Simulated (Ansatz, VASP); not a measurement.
# Two plane-wave programs on HfO2

Contents of INCAR:

```
SYSTEM = HfO2
  PREC = Accurate
  ENCUT = 520
  EDIFF = 1E-6
  ISMEAR = 0
  SIGMA = 0.05
  LREAL = .False.
  LASPH = .True.
  NELM = 80
  ALGO = Normal
  ISIF = 2
  LWAVE = .False.
  LCHARG = .False.
  GGA = PE
  NBANDS = 56
```

Contents of KPOINTS:

```
regular mesh
0
Gamma
  6 6 6
  0 0 0
```

The input POSCAR:

```
HfO2
1.0
    5.1150000000      0.0000000000      0.0000000000
    0.0000000000     -5.1150000000      0.0000000000
    0.0000000000      0.0000000000     -5.1150000000
Hf O
4 8
Direct
    0.0069120897      0.5069120897      0.5000000000
    0.5000000000      0.0000000000      0.5000000000
    0.5000000000      0.5000000000      0.0000000000
    0.0000000000      0.0000000000      0.0000000000
    0.2500000000      0.2500000000      0.2500000000
    0.7500000000      0.7500000000      0.2500000000
    0.7500000000      0.2500000000      0.7500000000
    0.2500000000      0.7500000000      0.7500000000
    0.7500000000      0.7500000000      0.7500000000
    0.2500000000      0.2500000000      0.7500000000
    0.2500000000      0.7500000000      0.2500000000
    0.7500000000      0.2500000000      0.2500000000
```

Input for Ansatz:

```yaml
crystal:
  lattice:
    - [5.115, 0.0, 0.0]
    - [0.0, -5.115, 0.0]
    - [0.0, 0.0, -5.115]
  atoms:
    - { symbol: Hf, position: [0.0069120897, 0.5069120897, 0.5] }
    - { symbol: Hf, position: [0.5, 0.0, 0.5] }
    - { symbol: Hf, position: [0.5, 0.5, 0.0] }
    - { symbol: Hf, position: [0.0, 0.0, 0.0] }
    - { symbol: O, position: [0.25, 0.25, 0.25] }
    - { symbol: O, position: [0.75, 0.75, 0.25] }
    - { symbol: O, position: [0.75, 0.25, 0.75] }
    - { symbol: O, position: [0.25, 0.75, 0.75] }
    - { symbol: O, position: [0.75, 0.75, 0.75] }
    - { symbol: O, position: [0.25, 0.25, 0.75] }
    - { symbol: O, position: [0.25, 0.75, 0.25] }
    - { symbol: O, position: [0.75, 0.25, 0.25] }
basis:
  ecutwfc: 420
kpoints:
  mp_grid: { grid: [6, 6, 6] }
hamiltonian:
  xc: pbe
scf:
  occupations: { method: gaussian, width: 0.05 }
output:
  forces: true
  stress: true
  eigenvalues: true
```

Alike in both runs: task single point; functional PBE; k mesh 6 × 6 × 6; occupations gaussian, width 0.05 eV; no spin polarisation.

|  | VASP | Ansatz |
| --- | --- | --- |
| version | VASP 6.6.1 | Ansatz 0.2.0 |
| potentials or method | VASP PAW PBE potentials, release 64 (Hf_pv, O), cutoff 520 eV | scalar-relativistic, plane waves, PAW |
| valence electrons in the cell | 88 | 152 |

VASP gave:

```
gap on the k mesh at the Fermi level (eV)                     : 3.71
least direct gap on the mesh (eV)                             : 3.71
pressure (GPa)                                                : -5.9
traceless stress, the component that is largest in VASP (GPa) : -0.08
rms of the force components (eV/Å)                            : 0.168
```

**Question.** What did Ansatz give for the same quantities?

**Answer.** gap on the k mesh at the Fermi level (eV): 3.70; least direct gap on the mesh (eV): 3.70; pressure (GPa): -2.4; traceless stress, the component that is largest in VASP (GPa): -0.08; rms of the force components (eV/Å): 0.170.

Atom by atom the forces differ by 0.005 eV/Å (rms over components). With one functional, cell and mesh, what is left measures potentials, basis and numerics. VASP's potentials hold 88 valence electrons a cell and Ansatz's 152, so a difference there can come from the potentials and not from the codes.

Neither program's run includes spin-orbit coupling.
